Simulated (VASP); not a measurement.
# Hf (Im-3m) in VASP: further runs, part 2 of 2

VASP 6.6.1.

## 3. Single point, PBE

This run uses another cell than the first one, of 22.31 Å³/atom, 1.095 times its volume.

Contents of INCAR:

```
SYSTEM = Hf
  PREC = Accurate
  ENCUT = 520
  EDIFF = 1E-7
  ISMEAR = -1
  SIGMA = 0.05
  LREAL = .False.
  LASPH = .True.
  NELM = 100
  ALGO = Fast
  ISIF = 2
  LWAVE = .False.
  LCHARG = .False.
  GGA = PE
  NBANDS = 11
```

Contents of KPOINTS:

```
regular mesh
0
Gamma
  10 10 10
  0 0 0
```

Contents of POSCAR:

```
Hf
1.0
   -1.7734823110      1.7734823110      1.7734823110
    1.7734823110     -1.7734823110      1.7734823110
    1.7734823110      1.7734823110     -1.7734823110
Hf
1
Direct
    0.0000000000      0.0000000000      0.0000000000
```

Potentials or basis: VASP PAW PBE potentials, release 64 (Hf_pv).

Started as:

```bash
$ cat potpaw_PBE.64/Hf_pv/POTCAR > POTCAR
$ mpirun -np 1 vasp_std > vasp.out
```

OUTCAR:

```text
SYSTEM = Hf
   PREC = Accurate
   ENCUT = 520
   EDIFF = 1E-7
   ISMEAR = -1
   LREAL = .False.
   LASPH = .True.
   NELM = 100
   ISIF = 2
   GGA = PE

 ion  position               nearest neighbor table
   1  0.000  0.000  0.000-

  LATTYP: Found a body centered cubic cell.
 ALAT       =     3.5469646220

  Lattice vectors:

 A1 = (  -1.7734823110,   1.7734823110,   1.7734823110)
 A2 = (   1.7734823110,  -1.7734823110,   1.7734823110)
 A3 = (   1.7734823110,   1.7734823110,  -1.7734823110)

Analysis of symmetry for initial positions (statically):
=====================================================================
 Subroutine PRICEL returns:
 Original cell was already a primitive cell.

 Routine SETGRP: Setting up the symmetry group for a
 body centered cubic supercell.

 Subroutine GETGRP returns: Found 48 space group operations
[... 9 lines left out ...]

 Routine SETGRP: Setting up the symmetry group for a
 body centered cubic supercell.

 Subroutine GETGRP returns: Found 48 space group operations
[... 11 lines left out ...]
                                     Primitive cell

  volume of cell :      22.3121

  direct lattice vectors                    reciprocal lattice vectors
    -1.773482311  1.773482311  1.773482311     0.000000000  0.281931202  0.281931202
     1.773482311 -1.773482311  1.773482311     0.281931202  0.000000000  0.281931202
     1.773482311  1.773482311 -1.773482311     0.281931202  0.281931202  0.000000000

  length of vectors
     3.071761469  3.071761469  3.071761469     0.398710930  0.398710930  0.398710930

  position of ions in fractional coordinates (direct lattice)
     0.000000000  0.000000000  0.000000000

  ion indices of the primitive-cell ions
   primitive index   ion index
                 1           1

----------------------------------------------------------------------------------------

 KPOINTS: regular mesh

[... 83 lines left out ...]
   EFERMI_NEDOS =   21; number of points for ismear=-14 and -15
   IALGO  =     68    algorithm
   IMIX   =      4    mixing-type and parameters
     AMIX     =   0.40;   BMIX     =  1.00
     AMIX_MAG =   1.60;   BMIX_MAG =  1.00
  volume/ion in A,a.u.               =      22.31       150.57
  Fermi-wavevector in a.u.,A,eV,Ry     =   1.252837  2.367519 21.355719  1.569601
  Thomas-Fermi vector in A             =   2.386719
   LORBIT       =      0    0 simple, 1 ext, 2 COOP (PROOUT), +10 PAW based schemes
   GGA     = PE    functional components
   LHFCALC =     F    Hartree Fock is set to
   AEXX    =    0.0000 exact exchange contribution
   IVDW    =     0    specifies the selected vdW correction
   LEPSILON=     F    determine dielectric tensor
   LRPA    =     F    only Hartree local field effects (RPA)
 non-spin polarized calculation
 RMM-DIIS sequential band-by-band and
  energy-cutoff  :      520.00
  volume of cell :       22.31
 maximum number of plane-waves:       618
   NGX = 11   NGY = 11   NGZ = 11

 number of electron      10.0000001 magnetization

 Free energy of the ion-electron system (eV)
  ---------------------------------------------------
  ext. energy  EPLUGINS =         0.00000000
  ---------------------------------------------------
  free energy    TOTEN  =        -9.75323745 eV

  energy without entropy =       -9.73945861  energy(sigma->0) =       -9.74634803

 E-fermi :   4.6009     XC(G=0): -11.2959

 val. band max:        4.5953796410   @ k =   0.3000   0.1000   0.1000
 cond. band min:       4.6036158923   @ k =  -0.4000   0.4000   0.1000
 fundamental gap:      0.0082362513
 Fermi energy:         4.6009029707

 k-point     1 :       0.0000    0.0000    0.0000
  band No.  band energies     occupation
      1     -25.2336      2.00000
      2     -25.2336      2.00000
      3     -25.2336      2.00000
      4      -2.4519      2.00000
      5       6.1237      0.00000
      6       6.1237      0.00000
      7       6.1237      0.00000
      8       8.9114      0.00000
      9       8.9114      0.00000
     10      17.8915      0.00000
     11      17.8915      0.00000
[... 309 lines left out ...]
 k-point    24 :      -0.3000    0.3000    0.1000
  band No.  band energies     occupation
      1     -25.7748      2.00000
      2     -25.4398      2.00000
      3     -25.2984      2.00000
      4       0.4947      2.00000
      5       4.8028      0.03467
      6       5.0117      0.00054
      7       7.5806      0.00000
      8       9.0617      0.00000
      9       9.7254      0.00000
     10      16.7755      0.00000
     11      19.0193      0.00000

 [... further k-points ...]
[... 5 lines left out ...]
  --------------------------------------------------------------------------------------
  -------------------------------------------------------------------------------------
  Total       -0.0440958     -0.0440958     -0.0440958      0.0000000      0.0000000     -0.0000000
  in kB       -3.1664109     -3.1664109     -3.1664109      0.0000000      0.0000000     -0.0000000
  external PRESSURE =      -3.1664109 kB  Pullay stress =       0.0000000 kB

 VOLUME and BASIS-vectors are now :
 -----------------------------------------------------------------------------
  energy-cutoff  :      520.00
  volume of cell :       22.31
      direct lattice vectors                 reciprocal lattice vectors
    -1.773482311  1.773482311  1.773482311     0.000000000  0.281931202  0.281931202
     1.773482311 -1.773482311  1.773482311     0.281931202  0.000000000  0.281931202
     1.773482311  1.773482311 -1.773482311     0.281931202  0.281931202  0.000000000

 POSITION                                       TOTAL-FORCE (eV/Angst)
 -----------------------------------------------------------------------------------
      0.00000      0.00000      0.00000        -0.000000      0.000000     -0.000000
 -----------------------------------------------------------------------------------
    total drift:                               -0.000000     -0.000000      0.000000

  FREE ENERGIE OF THE ION-ELECTRON SYSTEM (eV)
  ---------------------------------------------------
  free  energy   TOTEN  =        -9.7532374519 eV

  energy  without entropy=       -9.7394586103  energy(sigma->0) =       -9.74634803
```

Run time: 16 s. Hardware: 1 thread of AMD EPYC 7R43 (Zen 3), shared host; peak memory 0.11 GiB.

Results:

```yaml
Free_energy: -9.7532 eV
Pressure: -0.3 GPa
Band_gap_on_the_k_mesh: zero (band 5 reaches 6.12 eV, above the bottom of band 6 at 3.84 eV)
```

Levels at points of the mesh, in eV from the Fermi level:
| k point | band 1 | band 2 | band 3 | band 4 | band 5 | band 6 | band 7 | band 8 | band 9 | band 10 |
| --- | --- | --- | --- | --- | --- | --- | --- | --- | --- | --- |
| (0.00, 0.00, 0.00) | -29.83 | -29.83 | -29.83 | -7.05 | 1.52 | 1.52 | 1.52 | 4.31 | 4.31 | 13.29 |
| (0.50, 0.00, 0.00) | -30.66 | -30.10 | -29.84 | -3.39 | -0.51 | 1.07 | 4.14 | 5.15 | 7.62 | 10.21 |
| (0.50, 0.50, 0.50) | -30.41 | -30.41 | -30.41 | -2.59 | -2.59 | 6.79 | 6.79 | 6.79 | 7.24 | 7.24 |

Caveat: spin-orbit coupling is left out, which moves the levels of the heavy elements.

## 4. Single point, revPBE

This run uses another cell than the first one, of 22.78 Å³/atom, 1.118 times its volume.

Contents of INCAR:

```
PREC = Accurate
ENCUT = 520
EDIFF = 1E-7
ISMEAR = -1
SIGMA = 0.05
LREAL = False
LASPH = True
NELM = 80
ALGO = Normal
ISIF = 2
LWAVE = False
LCHARG = False
GGA = RE
NBANDS = 11
```

Contents of KPOINTS:

```
Automatic mesh
0
Gamma
  10 10 10
```

Contents of POSCAR:

```
Hf
1.0
   -1.7859234239      1.7859234239      1.7859234239
    1.7859234239     -1.7859234239      1.7859234239
    1.7859234239      1.7859234239     -1.7859234239
Hf
1
Direct
    0.0000000000      0.0000000000      0.0000000000
```

Started as:

```bash
$ cat potpaw_PBE.64/Hf_pv/POTCAR > POTCAR
$ mpirun -np 1 vasp_std > vasp.out
```

Run time: 11 s. Hardware: 1 thread of AMD EPYC 7R43 (Zen 3), shared host; peak memory 0.11 GiB.

The run converged. Its results:

```yaml
Free_energy: -9.4101 eV
Pressure: -0.4 GPa
Band_gap_on_the_k_mesh: zero (band 5 reaches 6.06 eV, above the bottom of band 6 at 3.79 eV)
```

Levels at points of the mesh, in eV from the Fermi level:
```csv
k point,band 1,band 2,band 3,band 4,band 5,band 6,band 7,band 8,band 9,band 10
"(0.00, 0.00, 0.00)",-29.95,-29.95,-29.95,-6.98,1.53,1.53,1.53,4.25,4.25,13.16
"(0.50, 0.00, 0.00)",-30.71,-30.20,-29.95,-3.32,-0.45,0.96,4.08,5.06,7.45,9.95
"(0.50, 0.50, 0.50)",-30.48,-30.48,-30.48,-2.50,-2.50,6.65,6.65,6.65,7.07,7.07
```

Caveat: the PAW data sets were made with another functional, which shifts forces and pressure a little; spin-orbit coupling is left out, which moves the levels of the heavy elements.

## 5. Single point, r2SCAN

This run uses another cell than the first one, of 22.18 Å³/atom, 1.088 times its volume.

Contents of POSCAR:

```
Hf
1.0
   -1.7699412638      1.7699412638      1.7699412638
    1.7699412638     -1.7699412638      1.7699412638
    1.7699412638      1.7699412638     -1.7699412638
Hf
1
Direct
    0.0000000000      0.0000000000      0.0000000000
```

Contents of INCAR.step1:

```
PREC = Accurate ; ENCUT = 520
ISMEAR = -1 ; SIGMA = 0.05
LREAL = F ; LASPH = T
NELM = 100 ; NBANDS = 11
GGA = PE ; ALGO = Normal
EDIFF = 1E-4 ; LWAVE = T
LCHARG = F
```

Contents of INCAR.step2:

```
PREC = Accurate ; ENCUT = 520
EDIFF = 1E-7 ; ISMEAR = -1
SIGMA = 0.05 ; LREAL = F
LASPH = T ; NELM = 100
ALGO = Normal ; ISIF = 2
LWAVE = F ; LCHARG = F
METAGGA = R2SCAN ; LMIXTAU = T
NBANDS = 11 ; ISTART = 1
```

KPOINTS is that of step 4.

Started as:

```bash
$ cat potpaw_PBE.64/Hf_pv/POTCAR > POTCAR
$ cp INCAR.step1 INCAR
$ mpirun -np 1 vasp_std > vasp.out
$ cp INCAR.step2 INCAR
$ mpirun -np 1 vasp_std > vasp.out
```

Wall time 61 s (1 thread of AMD EPYC 7R43 (Zen 3), shared host); peak memory 0.11 GiB.

The run converged. Its results:

```
Free energy            : -44.9517 eV
Pressure               : -0.4 GPa
Band gap on the k mesh : zero (band 5 reaches 6.29 eV, above the bottom of band 6 at 3.73 eV)
```

Levels at points of the mesh, in eV from the Fermi level:
```tsv
k point	band 2	band 3	band 4	band 5	band 6	band 7	band 8	band 9
(0.00, 0.00, 0.00)	-30.95	-30.95	-7.41	1.78	1.78	1.78	4.62	4.62
(0.50, 0.00, 0.00)	-31.22	-30.95	-3.50	-0.40	0.89	4.50	5.51	8.01
(0.50, 0.50, 0.50)	-31.54	-31.54	-2.74	-2.74	7.16	7.16	7.16	7.57
```

Caveat: the PAW data sets were made with another functional, which shifts forces and pressure a little; spin-orbit coupling is left out, which moves the levels of the heavy elements.

## 6. The runs side by side

```tsv
level	cell	gap on the mesh (eV)	pressure (GPa)
PBEsol	a = 2.980 Å, angles 109.5°, 1 atom	none	4.8
PBE	a = 3.072 Å, angles 109.5°, 1 atom	none	-0.3
revPBE	a = 3.093 Å, angles 109.5°, 1 atom	none	-0.4
r2SCAN	a = 3.066 Å, angles 109.5°, 1 atom	none	-0.4
```

Alike in all rows: task single point; potentials or basis VASP PAW PBE potentials, release 64 (Hf_pv); no spin polarisation; k mesh 10 × 10 × 10; cutoff (eV) 520; smearing fermi-dirac 0.05 eV.

Caveats: spin-orbit coupling is left out, which moves the levels of the heavy elements; the PAW data sets were made with another functional, which shifts forces and pressure a little (some runs).

Absolute energies hang on the potentials; compare differences alone.
